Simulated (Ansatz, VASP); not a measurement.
**PbO2 in VASP and in Ansatz**

File INCAR:

```
PREC = Accurate ; ENCUT = 600
EDIFF = 1E-6 ; ISMEAR = 0
SIGMA = 0.1 ; LREAL = F
LASPH = T ; NELM = 120
ALGO = Normal ; ISIF = 2
LWAVE = F ; LCHARG = F
GGA = PE ; NBANDS = 35
GGA_COMPAT = F
```

KPOINTS

```
regular mesh
0
Gamma
  6 6 4
```

Contents of POSCAR:

```
PbO2
1.0
    3.9241041315      0.0000000000      0.0000000000
    0.0000000000      3.6833992711      0.0000000000
   -0.9332591705      0.0000000000      5.7353501034
Pb O
2 4
Direct
    0.1928005219      0.2500000000      0.2624589753
    0.8071994781      0.7500000000      0.7375410247
    0.7388658762      0.2500000000      0.4372391162
    0.7492851076      0.2500000000      0.9258571536
    0.2611341238      0.7500000000      0.5627608838
    0.2507148924      0.7500000000      0.0741428464
```

Input for Ansatz:

```yaml
crystal:
  lattice:
    - [3.9241041315, 0.0, 0.0]
    - [0.0, 3.6833992711, 0.0]
    - [-0.9332591705, 0.0, 5.7353501034]
  atoms:
    - { symbol: Pb, position: [0.1928005219, 0.25, 0.2624589753] }
    - { symbol: Pb, position: [0.8071994781, 0.75, 0.7375410247] }
    - { symbol: O, position: [0.7388658762, 0.25, 0.4372391162] }
    - { symbol: O, position: [0.7492851076, 0.25, 0.9258571536] }
    - { symbol: O, position: [0.2611341238, 0.75, 0.5627608838] }
    - { symbol: O, position: [0.2507148924, 0.75, 0.0741428464] }
basis:
  ecutwfc: 420
kpoints:
  mp_grid: { grid: [6, 6, 4] }
hamiltonian:
  xc: pbe
scf:
  occupations: { method: gaussian, width: 0.1 }
  lower_state_search: "off"
output:
  forces: true
  stress: true
  eigenvalues: true
```

Change from the starting cell: the structure that the rattled tetragonal zirconia type (P4_2/nmc, No. 137) fell into.

Alike in both runs: task single point; functional PBE; k mesh 6 × 6 × 4; occupations gaussian, width 0.1 eV; no spin polarisation.

```csv
,VASP,Ansatz
version,VASP 6.6.1,Ansatz 0.2.0
potentials or method,"VASP PAW PBE potentials, release 64 (Pb_d, O), cutoff 600 eV","scalar-relativistic, plane waves, PAW"
valence electrons in the cell,52,52
```

|  | VASP | Ansatz | Ansatz less VASP |
| --- | --- | --- | --- |
| gap on the k mesh at the Fermi level (eV) | none | none | - |
| pressure (GPa) | 0.1 | 0.0 | -0.12 |
| traceless stress, the component that is largest in VASP (GPa) | -0.08 | -0.07 | +0.016 |
| rms of the force components (eV/Å) | 0.012 | 0.002 | -0.0105 |

Atom by atom the forces differ by 0.011 eV/Å (rms over components). A gap of «none» marks a metal or a gap that the smearing closes.

Spin-orbit coupling is off throughout.
